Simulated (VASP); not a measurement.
Here is a VASP 6.6.1 calculation.

The input INCAR:

```
ALGO = Normal ; EDIFF = 1E-6
ENCUT = 520 ; GGA = PE
ISIF = 2 ; ISMEAR = -1
LASPH = T ; LCHARG = T
LELF = T ; LREAL = Auto
LVHAR = T ; LWAVE = F
NBANDS = 46 ; NELM = 100
PREC = Accurate ; SIGMA = 0.02
```

File KPOINTS:

```
k-points
0
Gamma
  3 3 4
```

The input POSCAR:

```
MgO
1.0
    6.5764345072      0.0000000001      0.0000000000
   -3.2882172536      5.6953593495      0.0000000000
    0.0000000000      0.0000000000      5.0343661375
Mg O
8 8
Direct
    0.1709683186      0.3351131830     -0.0048015975
    0.3379686735      0.1716297322      0.4821317985
    0.1714977157      0.8387649851     -0.0100525068
    0.3302399338      0.6691876256      0.4949316224
    0.6689144782      0.3344487824     -0.0158208596
    0.8310096456      0.1676338474      0.4824790120
    0.6653421630      0.8295845284     -0.0061781363
    0.8355221707      0.6674330392      0.4831120609
    0.1659675410      0.3228547818      0.3875087641
    0.3247707542      0.1625788547      0.8799985696
    0.1739851233      0.8367271857      0.3881537311
    0.3250350277      0.6638629396      0.8915046855
    0.6593401109      0.3317743243      0.3935007796
    0.8347054559      0.1700939204      0.8954690376
    0.6697608526      0.8341658021      0.3893791088
    0.8282592990      0.6646221542      0.8815268653
```

Potentials or basis: VASP PAW PBE potentials, release 64 (Mg, O).

Launch:

```bash
$ cat potpaw_PBE.64/Mg/POTCAR potpaw_PBE.64/O/POTCAR > POTCAR
$ mpirun -np 1 vasp_std > vasp.out
```

(1) Estimate the band gap on the k mesh.

(2) Predict the largest force.

Results:

(1) 3.47 eV.

(2) 1.172 eV/Å.

Caveat: forces of over 1 eV/Å act on the atoms, so gaps and moduli don't describe the material at rest.
